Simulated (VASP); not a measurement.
Here is a VASP 6.6.1 calculation.

INCAR

```
  PREC = Accurate
  ENCUT = 600
  EDIFF = 1E-6
  ISMEAR = 0
  SIGMA = 0.1
  LREAL = False
  LASPH = True
  NELM = 100
  ALGO = Normal
  ISIF = 3
  LWAVE = False
  LCHARG = False
  GGA = PE
  IBRION = 2
  NSW = 90
  EDIFFG = -0.04
```

The input KPOINTS:

```
regular mesh
0
Gamma
  4 4 4
```

Contents of POSCAR:

```
Li3Ga2Sb3
1.0
    5.5643998900      0.0000000000      0.0000000000
    0.0000000000      5.5643998900      0.0000000000
    0.0000000000      0.0000000000      5.5643998900
Li Ga Sb
3 2 3
Direct
    0.0000000000      0.5000000000      0.5000000000
    0.5000000000      0.0000000000      0.5000000000
    0.5000000000      0.5000000000      0.0000000000
    0.0000000000      0.0000000000      0.0000000000
    0.5000000000      0.5000000000      0.5000000000
    0.5000000000      0.0000000000      0.0000000000
    0.0000000000      0.5000000000      0.0000000000
    0.0000000000      0.0000000000      0.5000000000
```

Potentials or basis: VASP PAW PBE potentials, release 64 (Li_sv, Ga_d, Sb).

Command:

```bash
$ cat potpaw_PBE.64/Li_sv/POTCAR potpaw_PBE.64/Ga_d/POTCAR potpaw_PBE.64/Sb/POTCAR > POTCAR
$ mpirun -np 1 vasp_std > vasp.out
```

(1) Predict the band gap on the k mesh.

(2) Estimate the relaxed volume.

Answers

(1) zero (band 25 reaches 5.89 eV, above the bottom of band 26 at 3.84 eV).

(2) 22.64 Å³/atom.

Caveat: the cutoff is under 1.25 times the usual one of these potentials, so pressure, stress and relaxed cells hold a basis-set (Pulay) error; spin-orbit coupling is left out, which moves the levels of the heavy elements.
